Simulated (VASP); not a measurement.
# KCl (Pm-3m) in VASP: further runs, part 2 of 2

VASP 6.6.1. Earlier steps stand in the parts before.

### 3 G0W0 quasiparticle levels, r2SCAN

POSCAR

```
KCl
1.0
    3.7711682852      0.0000000000      0.0000000000
    0.0000000000      3.7711682852      0.0000000000
    0.0000000000      0.0000000000      3.7711682852
K Cl
1 1
Direct
    0.0000000000      0.0000000000      0.0000000000
    0.5000000000      0.5000000000      0.5000000000
```

INCAR.step1

```
  PREC = Accurate
  ENCUT = 500
  EDIFF = 1E-8
  ISMEAR = 0
  SIGMA = 0.01
  LREAL = F
  LASPH = T
  NELM = 100
  ALGO = Normal
  LWAVE = T
  LCHARG = F
  METAGGA = R2SCAN
  LMIXTAU = T
```

INCAR.step2

```
  PREC = Accurate
  ENCUT = 500
  EDIFF = 1E-8
  ISMEAR = 0
  SIGMA = 0.01
  LREAL = F
  LASPH = T
  NELM = 1
  ALGO = Exact
  LWAVE = T
  LCHARG = F
  METAGGA = R2SCAN
  LMIXTAU = T
  NBANDS = 209
  LOPTICS = T
  ISTART = 1
```

INCAR.step3

```
  PREC = Accurate
  ENCUT = 500
  EDIFF = 1E-8
  ISMEAR = 0
  SIGMA = 0.01
  LREAL = F
  LASPH = T
  ALGO = EVGW0
  LWAVE = F
  LCHARG = F
  METAGGA = R2SCAN
  LMIXTAU = T
  NELMGW = 1
  NBANDS = 209
  ENCUTGW = 140.0
  NOMEGA = 96
  PRECFOCK = Fast
  ISTART = 1
  NBANDSGW = 16
  OMEGAMAX = 20
```

KPOINTS

```
Automatic mesh
0
Gamma
  4 4 4
```

Potentials or basis: VASP PAW PBE potentials, release 64 (K_sv_GW, Cl_GW).

Run with:

```
cat potpaw_PBE.64/K_sv_GW/POTCAR potpaw_PBE.64/Cl_GW/POTCAR > POTCAR
cp INCAR.step1 INCAR
mpirun -np 1 vasp_std > vasp.out
cp INCAR.step2 INCAR
mpirun -np 1 vasp_std > vasp.out
cp INCAR.step3 INCAR
mpirun -np 1 vasp_std > vasp.out
```

OUTCAR:

```text
PREC = Accurate
   ENCUT = 500
   EDIFF = 1E-8
   ISMEAR = 0
   LREAL = F
   LASPH = T
   METAGGA = R2SCAN
   NELMGW = 1
   ENCUTGW = 140.0
   PRECFOCK = Fast
   ISTART = 1

 ion  position               nearest neighbor table
   1  0.000  0.000  0.000-
   2  0.500  0.500  0.500-

  LATTYP: Found a simple cubic cell.
 ALAT       =     3.7711682852

  Lattice vectors:

 A1 = (   3.7711682852,   0.0000000000,   0.0000000000)
 A2 = (   0.0000000000,   3.7711682852,   0.0000000000)
 A3 = (   0.0000000000,   0.0000000000,   3.7711682852)

Analysis of symmetry for initial positions (statically):
=====================================================================
 Subroutine PRICEL returns:
 Original cell was already a primitive cell.

 Routine SETGRP: Setting up the symmetry group for a
[... 127 lines left out ...]
  Fermi-wavevector in a.u.,A,eV,Ry     =   1.093886  2.067146 16.280562  1.196588
  Thomas-Fermi vector in A             =   2.230181
   LORBIT       =      0    0 simple, 1 ext, 2 COOP (PROOUT), +10 PAW based schemes
   METAGGA = R2SCAN    functional components
   LHFCALC =     T    Hartree Fock is set to
   PRECFOCK=fast      Normal, Fast or Accurate (Low or Medium for compatibility)
   ENCUT4O =  -1.0   cutoff for four orbital integrals eV
   NKREDX  =     1    reduce k-point grid by
   NKREDY  =     1    reduce k-point grid by
   NKREDZ  =     1    reduce k-point grid by
   AEXX    =    1.0000 exact exchange contribution
   HFSCREEN=    0.0000 screening length (either q_TF or 0.3 A-1)
   HFSCREENC=   0.0000 screening length for correlation (either q_TF or 0.3 A-1)
   ENCUTFOCK=  -1.0 apply spherical cutoff to Coloumb kernel
   IVDW    =     0    specifies the selected vdW correction
   LEPSILON=     F    determine dielectric tensor
   LRPA    =     F    only Hartree local field effects (RPA)
   LRPAFORCE           =     F    calculate RPA forces
   ENCUTGW             = 140.0    cutoff for response function in eV
   ENCUTGWSOFT         = 112.0    soft cutoff for Coulomb kernel in GW response function in eV
   ENCUTLF             =  -1.0    cutoff for local field effects
   NELMGW              =     1    number of iterations in solving QP/BSE equation
   NELMHF              =     1    number of iterations in the inner HF iteration
   NKREDLFX            =     1    NKREDLFY  =   1   NKREDLFZ  =   1
 non-spin polarized calculation
 Gauss-broadening in eV      SIGMA  =   0.01
  energy-cutoff  :      500.00
  volume of cell :       53.63
 maximum number of plane-waves:      1406
 NGX is ok and might be reduce to    28
  NGX = 16; NGY = 16; NGZ = 16
   NGX = 13   NGY = 13   NGZ = 13
 maximum number of plane-waves:       211

 QP shifts <psi_nk| G(iteration)W_0 |psi_nk>: iteration 1
 for sc-GW calculations column KS-energies equals QP-energies in previous step
 and V_xc(KS)=  KS-energies - (<T + V_ion + V_H > + <T+V_H+V_ion>^1  + <V_x>^1)

 k-point   1 :       0.0000    0.0000    0.0000
  band No.  KS-energies  QP-energies   sigma(KS)   V_xc(KS)     V^pw_x(r,r')   Z            occupation Imag(sigma)

      1     -28.6076     -29.6835     -21.5880     -19.8616     -30.6984       0.6232       2.0000       0.3690
      2     -12.7971     -13.7067     -17.2248     -16.0059     -24.2443       0.7462       2.0000       1.1657
      3     -11.2101     -13.9614     -21.8452     -18.5182     -24.7488       0.8270       2.0000       0.0515
      4     -11.2101     -13.9614     -21.8452     -18.5182     -24.7488       0.8270       2.0000       0.0515
      5     -11.2101     -13.9614     -21.8452     -18.5182     -24.7488       0.8270       2.0000       0.0515
      6       0.2209      -1.4843     -16.7891     -14.6986     -18.6975       0.8157       2.0000       0.0304
[... 175 lines left out ...]
      2     -12.3237     -13.3604     -17.6454     -16.4606     -24.5427       0.8750       2.0000       1.1798
      3     -11.4039     -14.1694     -21.5904     -18.2363     -24.4920       0.8245       2.0000       0.0492
      4     -11.4039     -14.1694     -21.5904     -18.2363     -24.4920       0.8245       2.0000       0.0492
      5     -11.4039     -14.1694     -21.5904     -18.2363     -24.4920       0.8245       2.0000       0.0492
      6      -1.0182      -2.8610     -15.6923     -13.3983     -17.7474       0.8033       2.0000       0.0377
[... 8 lines left out ...]
     15      13.5697      16.7309     -10.3021     -14.0835      -6.5735       0.8360       0.0000      -0.0708
     16      13.5697      16.7309     -10.3021     -14.0835      -6.5735       0.8360       0.0000      -0.0708
```

OUTCAR.step2:

```text
PREC = Accurate
   ENCUT = 500
   EDIFF = 1E-8
   ISMEAR = 0
   LREAL = F
[... 769 lines left out ...]
     0.00000     2.70211     2.70211     2.70211    -0.00000     0.00000    -0.00000
     2.02327     2.76797     2.76797     2.76797    -0.00000     0.00000    -0.00000
     4.04653     3.02319     3.02319     3.02319    -0.00000     0.00000    -0.00000
     6.06980     3.68437     3.68437     3.68437    -0.00000     0.00000    -0.00000
     8.09306     4.17051     4.17051     4.17051    -0.00000    -0.00000    -0.00000
    10.11633     0.50902     0.50902     0.50902     0.00000     0.00000    -0.00000
[... 92 lines left out ...]
   198.28000     0.98943     0.98943     0.98943    -0.00000    -0.00000    -0.00000
   200.30326     0.98966     0.98966     0.98966    -0.00000    -0.00000    -0.00000
```

Run time: 4.5 min. Hardware: 1 thread of Intel Xeon 6975P-C (Granite Rapids), shared host; peak memory 0.7 GiB.

What came out:

```
Quasiparticle gap                                   : 8.03 eV
Least direct quasiparticle gap                      : 8.28 eV
Band gap of the starting levels on the mesh         : 5.81 eV
Least direct gap of the starting levels on the mesh : 6.03 eV
```

Caveat: the k points lie up to 0.42 Å⁻¹ apart; bands, screening cutoff and mesh are small and nothing is extrapolated, so the quasiparticle values aren't converged; the structure was generated, so it needn't be the stable form of KCl.
